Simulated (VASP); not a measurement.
# TePb (Pm-3m) in VASP: single point with PBEsol

Aim: the single point of TePb with PBEsol.

All numbers are computed with VASP 6.6.1; they aren't measurements. Logs are shortened: lines on timing, memory, paths and dates and some standing lists are left out, and cuts for length are marked.

### Step 1. The cell of the first run

The structure is cubic, space group Pm-3m (No. 221). Conventional cell: a = 3.939 Å, b = 3.939 Å, c = 3.939 Å, α = 90.00°, β = 90.00°, γ = 90.00°. Within 4.5 Å of Pb (site symmetry m-3m) lie 8 Te at 3.41 Å and 6 Pb at 3.94 Å. Within 4.5 Å of Te (site symmetry m-3m) lie 8 Pb at 3.41 Å and 6 Te at 3.94 Å.

### Step 2. Single point, PBEsol (S replaced by Te, lengths x 1.079, strained)

Input file INCAR:

```
ALGO = Normal ; EDIFF = 1E-6
ENCUT = 520 ; GGA = PS
ISIF = 2 ; ISMEAR = 0
LASPH = True ; LCHARG = False
LREAL = False ; LWAVE = False
NBANDS = 17 ; NELM = 80
PREC = Accurate ; SIGMA = 0.1
```

Input file KPOINTS:

```
k-points
0
Gamma
  10 10 10
```

Input file POSCAR:

```
TePb
1.0
    3.9392348682      0.0000000000      0.0000000000
    0.0000000000      3.9392348682      0.0000000000
    0.0000000000      0.0000000000      3.9392348682
Pb Te
1 1
Direct
    0.0000000000      0.0000000000      0.0000000000
    0.5000000000      0.5000000000      0.5000000000
```

Potentials or basis: VASP PAW PBE potentials, release 64 (Pb_d, Te).

Launch:

```
> cat potpaw_PBE.64/Pb_d/POTCAR potpaw_PBE.64/Te/POTCAR > POTCAR
> mpirun -np 1 vasp_std > vasp.out
```

OUTCAR:

```text
EDIFF = 1E-6
   ENCUT = 520
   GGA = PS
   ISIF = 2
   ISMEAR = 0
   LASPH = True
   LREAL = False
   NELM = 80
   PREC = Accurate

 ion  position               nearest neighbor table
   1  0.000  0.000  0.000-   2 3.41   2 3.41   2 3.41   2 3.41   2 3.41   2 3.41   2 3.41   2 3.41

   2  0.500  0.500  0.500-   1 3.41   1 3.41   1 3.41   1 3.41   1 3.41   1 3.41   1 3.41   1 3.41

  LATTYP: Found a simple cubic cell.
 ALAT       =     3.9392348682

  Lattice vectors:

 A1 = (   3.9392348682,   0.0000000000,   0.0000000000)
 A2 = (   0.0000000000,   3.9392348682,   0.0000000000)
 A3 = (   0.0000000000,   0.0000000000,   3.9392348682)

Analysis of symmetry for initial positions (statically):
=====================================================================
 Subroutine PRICEL returns:
 Original cell was already a primitive cell.

 Routine SETGRP: Setting up the symmetry group for a
 simple cubic supercell.

 Subroutine GETGRP returns: Found 48 space group operations
 (whereof 48 operations were pure point group operations)
 out of a pool of 48 trial point group operations.

The static configuration has the point symmetry O_h .

Analysis of symmetry for dynamics (positions and initial velocities):
=====================================================================
 Subroutine PRICEL returns:
 Original cell was already a primitive cell.

 Routine SETGRP: Setting up the symmetry group for a
 simple cubic supercell.

 Subroutine GETGRP returns: Found 48 space group operations
 (whereof 48 operations were pure point group operations)
 out of a pool of 48 trial point group operations.

The dynamic configuration has the point symmetry O_h .

 Subroutine INISYM returns: Found 48 space group operations
 (whereof 48 operations are pure point group operations),
 and found     1 'primitive' translations

----------------------------------------------------------------------------------------

                                     Primitive cell

  volume of cell :      61.1274

  direct lattice vectors                    reciprocal lattice vectors
     3.939234868  0.000000000  0.000000000     0.253856404  0.000000000  0.000000000
     0.000000000  3.939234868  0.000000000     0.000000000  0.253856404  0.000000000
     0.000000000  0.000000000  3.939234868     0.000000000  0.000000000  0.253856404

  length of vectors
     3.939234868  3.939234868  3.939234868     0.253856404  0.253856404  0.253856404

  position of ions in fractional coordinates (direct lattice)
     0.000000000  0.000000000  0.000000000
     0.500000000  0.500000000  0.500000000

  ion indices of the primitive-cell ions
   primitive index   ion index
                 1           1
                 2           2

----------------------------------------------------------------------------------------

 KPOINTS: k-points

Automatic generation of k-mesh.
 Grid dimensions read from file:
 generate k-points for:   10   10   10

 Generating k-lattice:

  Cartesian coordinates                     Fractional coordinates (reciprocal lattice)
     0.025385640  0.000000000  0.000000000     0.100000000  0.000000000  0.000000000
     0.000000000  0.025385640  0.000000000     0.000000000  0.100000000  0.000000000
     0.000000000  0.000000000  0.025385640     0.000000000  0.000000000  0.100000000

  Length of vectors
     0.025385640  0.025385640  0.025385640

  Shift w.r.t. Gamma in fractional coordinates (k-lattice)
     0.000000000  0.000000000  0.000000000

 Subroutine IBZKPT returns following result:
 ===========================================

 Found     56 irreducible k-points:

 Following reciprocal coordinates:
            Coordinates               Weight
  0.000000  0.000000  0.000000      1.000000
  0.100000  0.000000  0.000000      6.000000
  0.200000  0.000000  0.000000      6.000000
  0.300000  0.000000  0.000000      6.000000
  0.400000  0.000000  0.000000      6.000000
  0.500000  0.000000  0.000000      3.000000
[... 16 lines left out ...]
  0.200000  0.100000  0.100000     24.000000
  0.300000  0.100000  0.100000     24.000000
 [... further k-points ...]
   k-points           NKPTS =     56   k-points in BZ     NKDIM =     56   number of bands    NBANDS=     17
   number of dos      NEDOS =    301   number of ions     NIONS =      2
   total plane-waves  NPLWV =  27000
   dimension x,y,z NGX =    30 NGY =   30 NGZ =   30
   dimension x,y,z NGXF=    60 NGYF=   60 NGZF=   60
   ions per type =               1   1
   NGX,Y,Z   is equivalent  to a cutoff of  12.66, 12.66, 12.66 a.u.
   NGXF,Y,Z  is equivalent  to a cutoff of  25.32, 25.32, 25.32 a.u.
 SYSTEM =  unknown system
   PREC   = accura    normal or accurate (medium, high low for compatibility)
   ISTART =      0    job   : 0-new  1-cont  2-samecut
   ICHARG =      2    charge: 1-file 2-atom 10-const
   ISPIN  =      1    spin polarized calculation?
   LNONCOLLINEAR =      F non collinear calculations
   LSORBIT =      F    spin-orbit coupling
   LASPH  =      T    aspherical Exc in radial PAW
   ENCUT  =  520.0 eV  38.22 Ry    6.18 a.u.   7.32  7.32  7.32*2*pi/ulx,y,z
   NELM   =     80;   NELMIN=  2; NELMDL= -5     # of ELM steps
   EDIFF  = 0.1E-05   stopping-criterion for ELM
   LREAL  =      F    real-space projection
   EDIFFG = 0.1E-04   stopping-criterion for IOM
   NSW    =      0    number of steps for IOM
   IBRION =     -1    ionic relax: 0-MD 1-quasi-New 2-CG
   NFREE  =      0    steps in history (QN), initial steepest desc. (CG)
   ISIF   =      2    stress and relaxation
   ISYM   =      2    0-nonsym 1-usesym 2-fastsym
   POTIM  = 0.5000    time-step for ionic-motion
   TEBEG  =    0.0;   TEEND  =   0.0 temperature during run
   PSTRESS=    0.0 pullay stress
   NELECT =      20.0000    total number of electrons
   NUPDOWN=      -1.0000    fix difference up-down
   EMIN   =  10.00;   EMAX   =-10.00  energy-range for DOS
   EFERMI =   0.00;   METHOD = LEGACY
   ISMEAR =     0;   SIGMA  =   0.10  broadening in eV -4-tet -1-fermi 0-gaus
   EFERMI_NEDOS =   21; number of points for ismear=-14 and -15
   IALGO  =     38    algorithm
   IMIX   =      4    mixing-type and parameters
     AMIX     =   0.40;   BMIX     =  1.00
     AMIX_MAG =   1.60;   BMIX_MAG =  1.00
  volume/ion in A,a.u.               =      30.56       206.25
  Fermi-wavevector in a.u.,A,eV,Ry     =   1.128079  2.131761 17.314269  1.272563
  Thomas-Fermi vector in A             =   2.264768
   LORBIT       =      0    0 simple, 1 ext, 2 COOP (PROOUT), +10 PAW based schemes
   GGA     = PS    functional components
   LHFCALC =     F    Hartree Fock is set to
   AEXX    =    0.0000 exact exchange contribution
   IVDW    =     0    specifies the selected vdW correction
   LEPSILON=     F    determine dielectric tensor
   LRPA    =     F    only Hartree local field effects (RPA)
 non-spin polarized calculation
 Gauss-broadening in eV      SIGMA  =   0.10
  energy-cutoff  :      520.00
  volume of cell :       61.13
 maximum number of plane-waves:      1671
 NGX is ok and might be reduce to    30
   NGX = 15   NGY = 15   NGZ = 15

 number of electron      19.9999994 magnetization

 Free energy of the ion-electron system (eV)
  ---------------------------------------------------
  ext. energy  EPLUGINS =         0.00000000
  ---------------------------------------------------
  free energy    TOTEN  =        -7.87658570 eV

  energy without entropy =       -7.86947479  energy(sigma->0) =       -7.87303024

 E-fermi :   6.6831     XC(G=0): -10.0536

 val. band max:        6.6729636321   @ k =   0.5000   0.4000   0.4000
 cond. band min:       6.6964974020   @ k =   0.4000   0.4000   0.3000
 fundamental gap:      0.0235337699
 Fermi energy:         6.6830841317

 k-point     1 :       0.0000    0.0000    0.0000
  band No.  band energies     occupation
      1     -10.2461      2.00000
      2     -10.2461      2.00000
      3     -10.1494      2.00000
      4     -10.1494      2.00000
      5     -10.1494      2.00000
      6      -5.7330      2.00000
[... 9 lines left out ...]
     16      17.2792      0.00000
     17      18.0127      0.00000

 k-point     2 :       0.1000    0.0000    0.0000
  band No.  band energies     occupation
      1     -10.2457      2.00000
      2     -10.2382      2.00000
      3     -10.1524      2.00000
      4     -10.1524      2.00000
      5     -10.1492      2.00000
      6      -5.6481      2.00000
[... 9 lines left out ...]
     16      17.4251      0.00000
     17      17.4302      0.00000

 k-point     3 :       0.2000    0.0000    0.0000
  band No.  band energies     occupation
      1     -10.2446      2.00000
      2     -10.2174      2.00000
      3     -10.1604      2.00000
      4     -10.1604      2.00000
      5     -10.1487      2.00000
      6      -5.3985      2.00000
[... 9 lines left out ...]
     16      16.0880      0.00000
     17      17.2780      0.00000

 k-point     4 :       0.3000    0.0000    0.0000
  band No.  band energies     occupation
      1     -10.2432      2.00000
      2     -10.1918      2.00000
      3     -10.1701      2.00000
      4     -10.1701      2.00000
      5     -10.1480      2.00000
      6      -5.0060      2.00000
[... 9 lines left out ...]
     16      14.9180      0.00000
     17      17.5969      0.00000

 k-point     5 :       0.4000    0.0000    0.0000
  band No.  band energies     occupation
      1     -10.2421      2.00000
      2     -10.1780      2.00000
      3     -10.1780      2.00000
      4     -10.1712      2.00000
      5     -10.1474      2.00000
      6      -4.5443      2.00000
[... 9 lines left out ...]
     16      16.8958      0.00000
     17      18.2575      0.00000

 k-point     6 :       0.5000    0.0000    0.0000
  band No.  band energies     occupation
      1     -10.2416      2.00000
      2     -10.1810      2.00000
      3     -10.1810      2.00000
      4     -10.1634      2.00000
      5     -10.1472      2.00000
      6      -4.2806      2.00000
[... 9 lines left out ...]
     16      18.3883      0.00000
     17      19.0120      0.00000

 k-point     7 :       0.1000    0.1000    0.0000
  band No.  band energies     occupation
      1     -10.2416      2.00000
      2     -10.2339      2.00000
      3     -10.1558      2.00000
      4     -10.1526      2.00000
      5     -10.1518      2.00000
      6      -5.5635      2.00000
[... 9 lines left out ...]
     16      16.4905      0.00000
     17      16.8239      0.00000

 k-point     8 :       0.2000    0.1000    0.0000
  band No.  band energies     occupation
      1     -10.2390      2.00000
      2     -10.2144      2.00000
      3     -10.1644      2.00000
      4     -10.1600      2.00000
      5     -10.1515      2.00000
      6      -5.3152      2.00000
[... 9 lines left out ...]
     16      15.9016      0.00000
     17      16.4775      0.00000
[... 203 lines left out ...]
      1     -10.2300      2.00000
      2     -10.2047      2.00000
      3     -10.1725      2.00000
      4     -10.1716      2.00000
      5     -10.1249      2.00000
      6      -3.6766      2.00000
[... 9 lines left out ...]
     16      14.6259      0.00000
     17      15.3664      0.00000

 k-point    20 :       0.5000    0.4000    0.0000
  band No.  band energies     occupation
      1     -10.2354      2.00000
      2     -10.2027      2.00000
      3     -10.1747      2.00000
      4     -10.1714      2.00000
      5     -10.1180      2.00000
      6      -3.5456      2.00000
[... 9 lines left out ...]
     16      14.6877      0.00000
     17      14.8316      0.00000

 k-point    21 :       0.5000    0.5000    0.0000
  band No.  band energies     occupation
      1     -10.2409      2.00000
      2     -10.2005      2.00000
      3     -10.1740      2.00000
      4     -10.1740      2.00000
      5     -10.1113      2.00000
      6      -3.4460      2.00000
[... 9 lines left out ...]
     16      14.4832      0.00000
     17      14.4832      0.00000

 k-point    22 :       0.1000    0.1000    0.1000
  band No.  band energies     occupation
      1     -10.2335      2.00000
      2     -10.2335      2.00000
      3     -10.1566      2.00000
      4     -10.1549      2.00000
      5     -10.1549      2.00000
      6      -5.4793      2.00000
[... 9 lines left out ...]
     16      16.6086      0.00000
     17      16.6086      0.00000

 k-point    23 :       0.2000    0.1000    0.1000
  band No.  band energies     occupation
      1     -10.2324      2.00000
      2     -10.2125      2.00000
      3     -10.1650      2.00000
      4     -10.1630      2.00000
      5     -10.1545      2.00000
      6      -5.2326      2.00000
[... 9 lines left out ...]
     16      15.9934      0.00000
     17      16.3311      0.00000

 k-point    24 :       0.3000    0.1000    0.1000
  band No.  band energies     occupation
      1     -10.2310      2.00000
      2     -10.1866      2.00000
      3     -10.1758      2.00000
      4     -10.1731      2.00000
      5     -10.1535      2.00000
      6      -4.8473      2.00000
[... 9 lines left out ...]
     16      15.6608      0.00000
     17      15.6738      0.00000

 [... further k-points ...]

------------------------ aborting loop because EDIFF is reached ----------------------------------------

  FORCE on cell =-STRESS in cart. coord.  units (eV):
  Direction    XX          YY          ZZ          XY          YZ          ZX
  --------------------------------------------------------------------------------------
  -------------------------------------------------------------------------------------
  Total       -0.4172079     -0.4172079     -0.4172079      0.0000000      0.0000000      0.0000000
  in kB      -10.9352178    -10.9352178    -10.9352178      0.0000000      0.0000000      0.0000000
  external PRESSURE =     -10.9352178 kB  Pullay stress =       0.0000000 kB

 VOLUME and BASIS-vectors are now :
 -----------------------------------------------------------------------------
  energy-cutoff  :      520.00
  volume of cell :       61.13
      direct lattice vectors                 reciprocal lattice vectors
     3.939234868  0.000000000  0.000000000     0.253856404  0.000000000  0.000000000
     0.000000000  3.939234868  0.000000000     0.000000000  0.253856404  0.000000000
     0.000000000  0.000000000  3.939234868     0.000000000  0.000000000  0.253856404

 POSITION                                       TOTAL-FORCE (eV/Angst)
 -----------------------------------------------------------------------------------
      0.00000      0.00000      0.00000         0.000000      0.000000      0.000000
      1.96962      1.96962      1.96962         0.000000      0.000000      0.000000
 -----------------------------------------------------------------------------------
    total drift:                                0.000000     -0.000000     -0.000000

  FREE ENERGIE OF THE ION-ELECTRON SYSTEM (eV)
  ---------------------------------------------------
  free  energy   TOTEN  =        -7.8765857005 eV

  energy  without entropy=       -7.8694747885  energy(sigma->0) =       -7.87303024
```

It took 51 s on 1 thread of Intel Xeon 8259CL, shared host; peak memory 0.21 GiB.

What came out:

```yaml
Free_energy: -7.8766 eV
Pressure: -1.1 GPa
Band_gap_on_the_k_mesh: zero (bands 10 and 11 overlap by 1.44 eV)
```

Caveat: the cell differs from its parent crystal (S replaced by Te, lengths x 1.079, strained); the PAW data sets were made with another functional, which shifts forces and pressure a little; spin-orbit coupling is left out, which moves the levels of the heavy elements.

The gap in the log of VASP goes by the Fermi energy; the results here count the filled bands.